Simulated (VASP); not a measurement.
# TaN (P6_3/mmc) in VASP: a series of runs

The runs below take TaN through single point, with PBEsol.

Program: VASP 6.6.1. These are calculated values, not measurements. Logs are shortened: lines on timing, memory, paths and dates and some standing lists are left out, and cuts for length are marked.

### Step 1. The cell of the first run

Symmetry: P6_3/mmc, No. 194, hexagonal system. The conventional cell has a = 3.028 Å, b = 3.028 Å, c = 4.885 Å, α = 90.00°, β = 90.00°, γ = 120.00°. Ta (site symmetry -3m) has 6 N at 2.13 Å and 2 Ta at 2.44 Å within 2.8 Å. N (site symmetry -6m2) has 6 Ta at 2.13 Å within 2.8 Å.

### Step 2. Single point, PBEsol (volume scaled by 0.98)

INCAR

```
SYSTEM = TaN
ALGO = Normal
EDIFF = 1E-6
ENCUT = 520
GGA = PS
ISIF = 2
ISMEAR = -1
LASPH = .TRUE.
LCHARG = .FALSE.
LREAL = .FALSE.
LWAVE = .FALSE.
NBANDS = 24
NELM = 80
PREC = Accurate
SIGMA = 0.01
```

KPOINTS

```
k-points
0
G
  11 11 6
  0 0 0
```

POSCAR

```
TaN
1.0
    3.0275449731      0.0000000000      0.0000000000
   -1.5137724866      2.6219308577      0.0000000000
    0.0000000000      0.0000000000      4.8849922940
Ta N
2 2
Direct
    0.0000000000      0.0000000000      0.0000000000
    0.0000000000      0.0000000000      0.5000000000
    0.3333333333      0.6666666667      0.2500000000
    0.6666666667      0.3333333333      0.7500000000
```

Potentials or basis: VASP PAW PBE potentials, release 64 (Ta_pv, N).

The run is started by

```console
cat potpaw_PBE.64/Ta_pv/POTCAR potpaw_PBE.64/N/POTCAR > POTCAR
mpirun -np 1 vasp_std > vasp.out
```

OUTCAR:

```text
SYSTEM = TaN
   EDIFF = 1E-6
   ENCUT = 520
   GGA = PS
   ISIF = 2
   ISMEAR = -1
   LASPH = .TRUE.
   LREAL = .FALSE.
   NELM = 80
   PREC = Accurate

 ion  position               nearest neighbor table
   1  0.000  0.000  0.000-   3 2.13   4 2.13   3 2.13   4 2.13   4 2.13   3 2.13   2 2.44   2 2.44

   2  0.000  0.000  0.500-   3 2.13   4 2.13   3 2.13   4 2.13   4 2.13   3 2.13   1 2.44   1 2.44

   3  0.333  0.667  0.250-   1 2.13   2 2.13   1 2.13   2 2.13   1 2.13   2 2.13
   4  0.667  0.333  0.750-   1 2.13   2 2.13   1 2.13   2 2.13   1 2.13   2 2.13

  LATTYP: Found a hexagonal cell.
 ALAT       =     3.0275449731
 C/A-ratio  =     1.6135160129

  Lattice vectors:

 A1 = (   3.0275449731,   0.0000000000,   0.0000000000)
 A2 = (  -1.5137724866,   2.6219308577,   0.0000000000)
 A3 = (   0.0000000000,   0.0000000000,   4.8849922940)

Analysis of symmetry for initial positions (statically):
=====================================================================
 Subroutine PRICEL returns:
 Original cell was already a primitive cell.

 Routine SETGRP: Setting up the symmetry group for a
 hexagonal supercell.

 Subroutine GETGRP returns: Found 24 space group operations
 (whereof 12 operations were pure point group operations)
 out of a pool of 24 trial point group operations.

The static configuration has the point symmetry D_3d.
 The point group associated with its full space group is D_6h.

Analysis of symmetry for dynamics (positions and initial velocities):
=====================================================================
 Subroutine PRICEL returns:
 Original cell was already a primitive cell.

 Routine SETGRP: Setting up the symmetry group for a
 hexagonal supercell.

 Subroutine GETGRP returns: Found 24 space group operations
 (whereof 12 operations were pure point group operations)
 out of a pool of 24 trial point group operations.

The dynamic configuration has the point symmetry D_3d.
 The point group associated with its full space group is D_6h.

 Subroutine INISYM returns: Found 24 space group operations
 (whereof 12 operations are pure point group operations),
 and found     1 'primitive' translations

----------------------------------------------------------------------------------------

                                     Primitive cell

  volume of cell :      38.7771

  direct lattice vectors                    reciprocal lattice vectors
     3.027544973  0.000000000  0.000000000     0.330300626  0.190699155  0.000000000
    -1.513772487  2.621930858  0.000000000     0.000000000  0.381398311  0.000000000
     0.000000000  0.000000000  4.884992294     0.000000000  0.000000000  0.204708614

  length of vectors
     3.027544973  3.027544973  4.884992294     0.381398311  0.381398311  0.204708614

  position of ions in fractional coordinates (direct lattice)
     0.000000000  0.000000000  0.000000000
     0.000000000  0.000000000  0.500000000
     0.333333333  0.666666667  0.250000000
     0.666666667  0.333333333  0.750000000

  ion indices of the primitive-cell ions
   primitive index   ion index
                 1           1
                 2           2
                 3           3
                 4           4

----------------------------------------------------------------------------------------

 KPOINTS: k-points

Automatic generation of k-mesh.
 Grid dimensions read from file:
 generate k-points for:   11   11    6

 Generating k-lattice:

  Cartesian coordinates                     Fractional coordinates (reciprocal lattice)
     0.030027330  0.017336287  0.000000000     0.090909091  0.000000000  0.000000000
     0.000000000  0.034672574  0.000000000     0.000000000  0.090909091  0.000000000
     0.000000000  0.000000000  0.034118102     0.000000000  0.000000000  0.166666667

  Length of vectors
     0.034672574  0.034672574  0.034118102

  Shift w.r.t. Gamma in fractional coordinates (k-lattice)
     0.000000000  0.000000000  0.000000000

 Subroutine IBZKPT returns following result:
 ===========================================

 Found     64 irreducible k-points:

 Following reciprocal coordinates:
            Coordinates               Weight
  0.000000  0.000000  0.000000      1.000000
  0.090909  0.000000  0.000000      6.000000
  0.181818 -0.000000  0.000000      6.000000
  0.272727 -0.000000  0.000000      6.000000
  0.363636 -0.000000  0.000000      6.000000
  0.454545  0.000000  0.000000      6.000000
[... 16 lines left out ...]
  0.090909  0.090909  0.166667     12.000000
  0.181818  0.090909  0.166667     24.000000
 [... further k-points ...]
   k-points           NKPTS =     64   k-points in BZ     NKDIM =     64   number of bands    NBANDS=     24
   number of dos      NEDOS =    301   number of ions     NIONS =      4
   total plane-waves  NPLWV =  20736
   dimension x,y,z NGX =    24 NGY =   24 NGZ =   36
   dimension x,y,z NGXF=    48 NGYF=   48 NGZF=   72
   ions per type =               2   2
   NGX,Y,Z   is equivalent  to a cutoff of  13.18, 13.18, 12.25 a.u.
   NGXF,Y,Z  is equivalent  to a cutoff of  26.36, 26.36, 24.50 a.u.
 SYSTEM =  TaN
   PREC   = accura    normal or accurate (medium, high low for compatibility)
   ISTART =      0    job   : 0-new  1-cont  2-samecut
   ICHARG =      2    charge: 1-file 2-atom 10-const
   ISPIN  =      1    spin polarized calculation?
   LNONCOLLINEAR =      F non collinear calculations
   LSORBIT =      F    spin-orbit coupling
   LASPH  =      T    aspherical Exc in radial PAW
   ENCUT  =  520.0 eV  38.22 Ry    6.18 a.u.   5.63  5.63  9.08*2*pi/ulx,y,z
   NELM   =     80;   NELMIN=  2; NELMDL= -5     # of ELM steps
   EDIFF  = 0.1E-05   stopping-criterion for ELM
   LREAL  =      F    real-space projection
   EDIFFG = 0.1E-04   stopping-criterion for IOM
   NSW    =      0    number of steps for IOM
   IBRION =     -1    ionic relax: 0-MD 1-quasi-New 2-CG
   NFREE  =      0    steps in history (QN), initial steepest desc. (CG)
   ISIF   =      2    stress and relaxation
   ISYM   =      2    0-nonsym 1-usesym 2-fastsym
   POTIM  = 0.5000    time-step for ionic-motion
   TEBEG  =    0.0;   TEEND  =   0.0 temperature during run
   PSTRESS=    0.0 pullay stress
   NELECT =      32.0000    total number of electrons
   NUPDOWN=      -1.0000    fix difference up-down
   EMIN   =  10.00;   EMAX   =-10.00  energy-range for DOS
   EFERMI =   0.00;   METHOD = LEGACY
   ISMEAR =    -1;   SIGMA  =   0.01  broadening in eV -4-tet -1-fermi 0-gaus
   EFERMI_NEDOS =   21; number of points for ismear=-14 and -15
   IALGO  =     38    algorithm
   IMIX   =      4    mixing-type and parameters
     AMIX     =   0.40;   BMIX     =  1.00
     AMIX_MAG =   1.60;   BMIX_MAG =  1.00
  volume/ion in A,a.u.               =       9.69        65.42
  Fermi-wavevector in a.u.,A,eV,Ry     =   1.535558  2.901784 32.081703  2.357939
  Thomas-Fermi vector in A             =   2.642330
   LORBIT       =      0    0 simple, 1 ext, 2 COOP (PROOUT), +10 PAW based schemes
   GGA     = PS    functional components
   LHFCALC =     F    Hartree Fock is set to
   AEXX    =    0.0000 exact exchange contribution
   IVDW    =     0    specifies the selected vdW correction
   LEPSILON=     F    determine dielectric tensor
   LRPA    =     F    only Hartree local field effects (RPA)
 non-spin polarized calculation
  energy-cutoff  :      520.00
  volume of cell :       38.78
 maximum number of plane-waves:      1087
 NGX is ok and might be reduce to    24
   NGX = 11   NGY = 11   NGZ = 19

 number of electron      32.0000000 magnetization

 Free energy of the ion-electron system (eV)
  ---------------------------------------------------
  ext. energy  EPLUGINS =         0.00000000
  ---------------------------------------------------
  free energy    TOTEN  =       -44.04013304 eV

  energy without entropy =      -44.03950903  energy(sigma->0) =      -44.03982103

 E-fermi :   9.9989     XC(G=0): -14.0184

 val. band max:        9.9821096810   @ k =   0.1818  -0.0000   0.0000
 cond. band min:      10.0123215719   @ k =   0.0909   0.0000   0.5000
 fundamental gap:      0.0302118908
 Fermi energy:         9.9988585019

 k-point     1 :       0.0000    0.0000    0.0000
  band No.  band energies     occupation
      1     -27.2821      2.00000
      2     -25.2809      2.00000
      3     -25.2809      2.00000
      4     -24.8765      2.00000
      5     -24.8765      2.00000
      6     -24.0515      2.00000
[... 16 lines left out ...]
     23      15.1470      0.00000
     24      16.8312      0.00000

 k-point     2 :       0.0909    0.0000    0.0000
  band No.  band energies     occupation
      1     -27.2624      2.00000
      2     -25.3668      2.00000
      3     -25.2985      2.00000
      4     -24.9416      2.00000
      5     -24.8904      2.00000
      6     -24.0439      2.00000
[... 16 lines left out ...]
     23      15.1404      0.00000
     24      16.7683      0.00000

 k-point     3 :       0.1818   -0.0000    0.0000
  band No.  band energies     occupation
      1     -27.2092      2.00000
      2     -25.5901      2.00000
      3     -25.3455      2.00000
      4     -25.1128      2.00000
      5     -24.9275      2.00000
      6     -24.0232      2.00000
[... 16 lines left out ...]
     23      16.6649      0.00000
     24      16.7665      0.00000

 k-point     4 :       0.2727   -0.0000    0.0000
  band No.  band energies     occupation
      1     -27.1385      2.00000
      2     -25.8683      2.00000
      3     -25.4063      2.00000
      4     -25.3300      2.00000
      5     -24.9757      2.00000
      6     -23.9960      2.00000
[... 16 lines left out ...]
     23      17.1841      0.00000
     24      17.2085      0.00000

 k-point     5 :       0.3636   -0.0000    0.0000
  band No.  band energies     occupation
      1     -27.0727      2.00000
      2     -26.1112      2.00000
      3     -25.5233      2.00000
      4     -25.4616      2.00000
      5     -25.0195      2.00000
      6     -23.9709      2.00000
[... 16 lines left out ...]
     23      17.3438      0.00000
     24      17.5722      0.00000

 k-point     6 :       0.4545    0.0000    0.0000
  band No.  band energies     occupation
      1     -27.0334      2.00000
      2     -26.2503      2.00000
      3     -25.6354      2.00000
      4     -25.4941      2.00000
      5     -25.0454      2.00000
      6     -23.9558      2.00000
[... 16 lines left out ...]
     23      16.5274      0.00000
     24      17.5869      0.00000
[... 379 lines left out ...]
 k-point    21 :       0.3636   -0.0000    0.1667
  band No.  band energies     occupation
      1     -26.8952      2.00000
      2     -26.0743      2.00000
      3     -25.5648      2.00000
      4     -25.4332      2.00000
      5     -25.0504      2.00000
      6     -24.2170      2.00000
[... 16 lines left out ...]
     23      17.2406      0.00000
     24      17.2819      0.00000

 k-point    22 :       0.4545    0.0000    0.1667
  band No.  band energies     occupation
      1     -26.8566      2.00000
      2     -26.2114      2.00000
      3     -25.6795      2.00000
      4     -25.4653      2.00000
      5     -25.0768      2.00000
      6     -24.1996      2.00000
[... 16 lines left out ...]
     23      16.5903      0.00000
     24      17.2870      0.00000

 k-point    23 :       0.0909    0.0909    0.1667
  band No.  band energies     occupation
      1     -27.0447      2.00000
      2     -25.4873      2.00000
      3     -25.3094      2.00000
      4     -25.0874      2.00000
      5     -24.9490      2.00000
      6     -24.2865      2.00000
[... 16 lines left out ...]
     23      15.7574      0.00000
     24      16.3337      0.00000

 k-point    24 :       0.1818    0.0909    0.1667
  band No.  band energies     occupation
      1     -26.9842      2.00000
      2     -25.7214      2.00000
      3     -25.3757      2.00000
      4     -25.2751      2.00000
      5     -25.0029      2.00000
      6     -24.2578      2.00000
[... 16 lines left out ...]
     23      16.4566      0.00000
     24      16.8780      0.00000

 [... further k-points ...]
[... 5 lines left out ...]
  --------------------------------------------------------------------------------------
  -------------------------------------------------------------------------------------
  Total        7.7482527      7.7482527     28.8143450     -0.0000000      0.0000000     -0.0000000
  in kB      320.1390382    320.1390381   1190.5389610     -0.0000000      0.0000000     -0.0000000
  external PRESSURE =     610.2723458 kB  Pullay stress =       0.0000000 kB

 VOLUME and BASIS-vectors are now :
 -----------------------------------------------------------------------------
  energy-cutoff  :      520.00
  volume of cell :       38.78
      direct lattice vectors                 reciprocal lattice vectors
     3.027544973  0.000000000  0.000000000     0.330300626  0.190699155  0.000000000
    -1.513772487  2.621930858  0.000000000     0.000000000  0.381398311  0.000000000
     0.000000000  0.000000000  4.884992294     0.000000000  0.000000000  0.204708614

 POSITION                                       TOTAL-FORCE (eV/Angst)
 -----------------------------------------------------------------------------------
      0.00000      0.00000      0.00000        -0.000000     -0.000000     -0.000000
      0.00000      0.00000      2.44250        -0.000000     -0.000000     -0.000000
     -0.00000      1.74795      1.22125        -0.000000      0.000000      0.000000
      1.51377      0.87398      3.66374         0.000000     -0.000000      0.000000
 -----------------------------------------------------------------------------------
    total drift:                               -0.000000      0.000000      0.000000

  FREE ENERGIE OF THE ION-ELECTRON SYSTEM (eV)
  ---------------------------------------------------
  free  energy   TOTEN  =       -44.0401330364 eV

  energy  without entropy=      -44.0395090280  energy(sigma->0) =      -44.03982103
```

It took 50 s on 1 thread of Intel Xeon Platinum 8175M at 2.50GHz (Skylake/Cascade Lake), shared host; peak memory 0.19 GiB.

Results:

```yaml
Free_energy: -44.0401 eV
Pressure: 61.0 GPa
Band_gap_on_the_k_mesh: zero (band 16 reaches 10.72 eV, above the bottom of band 17 at 8.02 eV)
```

Stress tensor (GPa, compression positive):
```
 32.01   0.00   0.00
  0.00  32.01   0.00
  0.00   0.00 119.05
```

Caveat: the cell differs from its parent crystal (volume scaled by 0.98); the PAW data sets were made with another functional, which shifts forces and pressure a little; spin-orbit coupling is left out, which moves the levels of the heavy elements.

### Step 3. Single point, PBEsol

This run uses another cell than the first one, of 9.89 Å³/atom, 1.020 times its volume.

INCAR

```
PREC = Accurate ; ENCUT = 520
EDIFF = 1E-7 ; ISMEAR = -1
SIGMA = 0.01 ; LREAL = False
LASPH = True ; NELM = 60
ALGO = Normal ; ISIF = 2
LWAVE = False ; LCHARG = True
GGA = PS ; LELF = True
LVHAR = True ; NBANDS = 24
```

KPOINTS

```
regular mesh
0
Gamma
  11 11 6
```

POSCAR

```
TaN
1.0
    3.0480019786      0.0000000000      0.0000000000
   -1.5240009893      2.6396471442      0.0000000000
    0.0000000000      0.0000000000      4.9180000000
Ta N
2 2
Direct
    0.0000000000      0.0000000000      0.0000000000
    0.0000000000      0.0000000000      0.5000000000
    0.3333333333      0.6666666667      0.2500000000
    0.6666666667      0.3333333333      0.7500000000
```

Potentials or basis: VASP PAW PBE potentials, release 64 (Ta_pv, N).

The run is started by

```console
cat potpaw_PBE.64/Ta_pv/POTCAR potpaw_PBE.64/N/POTCAR > POTCAR
mpirun -np 1 vasp_std > vasp.out
```

It took 64 s on 1 thread of Intel Xeon Platinum 8175M at 2.50GHz (Skylake/Cascade Lake), shared host; peak memory 0.19 GiB.

It converged, with:

| Property | Result |
| --- | --- |
| Free energy | -44.3146 eV |
| Pressure | 50.0 GPa |
| Band gap on the k mesh | zero (band 16 reaches 10.46 eV, above the bottom of band 17 at 7.85 eV) |

Stress tensor (GPa, compression positive):
```
 22.71   0.00   0.00
  0.00  22.71   0.00
  0.00   0.00 104.49
```

Levels at points of the mesh, in eV from the Fermi level:
```
           k point  band 14  band 15  band 16  band 17  band 18  band 19
(0.00, 0.00, 0.00)    -3.65    -3.62    -1.92    -1.92    -0.69    -0.69
(0.00, 0.00, 0.50)    -6.42    -0.03    -0.03    -0.03    -0.03     0.00
```

Caveat: the PAW data sets were made with another functional, which shifts forces and pressure a little; spin-orbit coupling is left out, which moves the levels of the heavy elements.
